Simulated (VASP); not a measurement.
Crystal: Ir.

```
CELL_PARAMETERS angstrom
0.00000 1.91560 1.91560
1.91560 0.00000 1.91560
1.91560 1.91560 0.00000
ATOMIC_POSITIONS crystal
Ir 0.00000 0.00000 0.00000
```

```yaml
Program: VASP 6.6.1
Task: relaxation of volume and atoms at fixed shape
Functional: r2SCAN
Potentials_or_basis: VASP PAW PBE potentials, release 64 (Ir)
Cutoff: 600 eV
k_mesh: 8 × 8 × 8
Occupations: fermi-dirac, width 0.1 eV
Spin: no spin polarisation
```

At the start: pressure 8.4 GPa; volume 14.06 Å³/atom.

Question: How do energy, volume and symmetry change on relaxing?

Answer: Over 3 steps the energy falls by 7.7 meV/atom and the volume is 14.37 Å³/atom (+2.2 %); space group Fm-3m (No. 225, to 0.05 Å).

The path:
```
step  energy change (eV)  largest force (eV/Å)  pressure (GPa)  volume (Å³)
   1              0.0000                0.0000            8.40        14.06
   2              0.0992                0.0000          -25.07        15.61
   3             -0.0077                0.0000           -0.28        14.37
```

Final structure:
```yaml
crystal:
  lattice:
    - [0.00000, 1.92975, 1.92975]
    - [1.92975, 0.00000, 1.92975]
    - [1.92975, 1.92975, 0.00000]
  atoms:
    - { symbol: Ir, position: [0.00000, 0.00000, 0.00000] }
```

Caveat: the PAW data sets were made with another functional, which shifts forces and pressure a little.
